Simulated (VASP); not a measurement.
# Fe in VASP: further runs, part 2 of 2

VASP 6.6.1. The steps go on from the part before.

### 3 Single point, PBEsol

This run uses another cell than the first one: it holds 2 atoms, not 4.

File INCAR:

```
SYSTEM = Fe
PREC = Accurate ; ENCUT = 520
EDIFF = 1E-7 ; ISMEAR = 0
SIGMA = 0.1 ; LREAL = .FALSE.
LASPH = .TRUE. ; NELM = 60
ALGO = Fast ; ISIF = 2
LWAVE = .FALSE. ; LCHARG = .FALSE.
GGA = PS ; NBANDS = 15
```

File KPOINTS:

```
Automatic mesh
0
G
  32 32 32
  0 0 0
```

File POSCAR:

```
Fe
1.0
   -1.2241556477      1.2241556477      3.6303203235
    1.2241556477     -1.2241556477      3.6303203235
    1.2241556477      1.2241556477     -3.6303203235
Fe
2
Direct
    0.8518759161      0.8518759161      0.0000000000
    0.1481240839      0.1481240839      0.0000000000
```

Potentials or basis: VASP PAW PBE potentials, release 64 (Fe).

Command:

```bash
cat potpaw_PBE.64/Fe/POTCAR > POTCAR
mpirun -np 1 vasp_std > vasp.out
```

OUTCAR:

```text
SYSTEM = Fe
   PREC = Accurate
   ENCUT = 520
   EDIFF = 1E-7
   ISMEAR = 0
   LREAL = .FALSE.
   LASPH = .TRUE.
   NELM = 60
   ISIF = 2
   GGA = PS

 ion  position               nearest neighbor table
   1  0.852  0.852  0.000-   2 2.15   2 2.28   2 2.28   2 2.28   2 2.28
   2  0.148  0.148  0.000-   1 2.15   1 2.28   1 2.28   1 2.28   1 2.28

  LATTYP: Found a body centered tetragonal cell.
 ALAT       =     2.4483112954
 C/A-ratio  =     2.9655708654

  Lattice vectors:

[... 622 lines left out ...]

  FORCE on cell =-STRESS in cart. coord.  units (eV):
  Direction    XX          YY          ZZ          XY          YZ          ZX
  --------------------------------------------------------------------------------------
  -------------------------------------------------------------------------------------
  Total       -0.0539016     -0.0539016     -0.1744696      0.0000000      0.0000000     -0.0000000
  in kB       -3.9685724     -3.9685724    -12.8455317      0.0000000      0.0000000     -0.0000000
  external PRESSURE =      -6.9275588 kB  Pullay stress =       0.0000000 kB

 VOLUME and BASIS-vectors are now :
 -----------------------------------------------------------------------------
  energy-cutoff  :      520.00
  volume of cell :       21.76
      direct lattice vectors                 reciprocal lattice vectors
    -1.224155648  1.224155648  3.630320323     0.000000000  0.408444793  0.137728893
     1.224155648 -1.224155648  3.630320323     0.408444793  0.000000000  0.137728893
     1.224155648  1.224155648 -3.630320323     0.408444793  0.408444793  0.000000000

 POSITION                                       TOTAL-FORCE (eV/Angst)
 -----------------------------------------------------------------------------------
      0.00000      0.00000      6.18516         0.000000      0.000000      0.043802
      0.00000      0.00000      1.07548        -0.000000     -0.000000     -0.043802
 -----------------------------------------------------------------------------------
    total drift:                               -0.000000     -0.000000      0.000000

  FREE ENERGIE OF THE ION-ELECTRON SYSTEM (eV)
  ---------------------------------------------------
  free  energy   TOTEN  =       -17.0085416395 eV

  energy  without entropy=      -17.0007956154  energy(sigma->0) =      -17.00466863
```

OSZICAR:

```text
N       E                     dE             d eps       ncg     rms          rms(c)
DAV:   1     0.760762771484E+02    0.76076E+02   -0.71459E+03 72910   0.140E+03
DAV:   2    -0.177487346539E+02   -0.93825E+02   -0.83085E+02 71853   0.243E+02
DAV:   3    -0.198553564118E+02   -0.21066E+01   -0.20167E+01 85951   0.529E+01
DAV:   4    -0.198690481294E+02   -0.13692E-01   -0.13690E-01 84495   0.365E+00
DAV:   5    -0.198692420788E+02   -0.19395E-03   -0.19395E-03 87568   0.431E-01    0.172E+01
RMM:   6    -0.172283156419E+02    0.26409E+01   -0.11331E+01 77602   0.503E+01    0.291E+00
RMM:   7    -0.170400745810E+02    0.18824E+00   -0.10609E+00 77975   0.172E+01    0.160E+00
RMM:   8    -0.170146680138E+02    0.25407E-01   -0.16778E-01 80566   0.297E+00    0.317E-01
RMM:   9    -0.170104141155E+02    0.42539E-02   -0.33783E-02 79836   0.301E+00    0.412E-01
RMM:  10    -0.170085328692E+02    0.18812E-02   -0.79948E-03 82121   0.784E-01    0.101E-01
RMM:  11    -0.170085138340E+02    0.19035E-04   -0.22046E-03 79881   0.761E-01    0.555E-02
RMM:  12    -0.170085304504E+02   -0.16616E-04   -0.40427E-04 81815   0.175E-01    0.623E-03
RMM:  13    -0.170085388034E+02   -0.83530E-05   -0.83690E-05 85577   0.988E-02    0.366E-03
RMM:  14    -0.170085411539E+02   -0.23505E-05   -0.19116E-05 83124   0.420E-02    0.645E-03
RMM:  15    -0.170085414751E+02   -0.32121E-06   -0.66582E-06 82857   0.266E-02    0.177E-03
RMM:  16    -0.170085415500E+02   -0.74856E-07   -0.13664E-06 73048   0.860E-03    0.140E-03
RMM:  17    -0.170085416395E+02   -0.89550E-07   -0.36060E-07 65359   0.643E-03
   1 F= -.17008542E+02 E0= -.17004669E+02  d E =-.774602E-02
```

Run time: 34 min. Hardware: 1 thread of Intel Xeon 6975P-C (Granite Rapids), shared host; peak memory 0.77 GiB.

Results:

| Property | Result |
| --- | --- |
| Free energy | -17.0085 eV |
| Pressure | -0.7 GPa |
| Largest force | 0.044 eV/Å |
| Band gap on the k mesh | zero (bands 8 and 9 overlap by 2.14 eV) |

Forces in eV/Å, atoms in the order of the input:
```
Fe   0.000  0.000  0.044
Fe   0.000  0.000 -0.044
```

Caveat: the PAW data sets were made with another functional, which shifts forces and pressure a little; the run has no spin polarisation, though such a crystal can be magnetic.
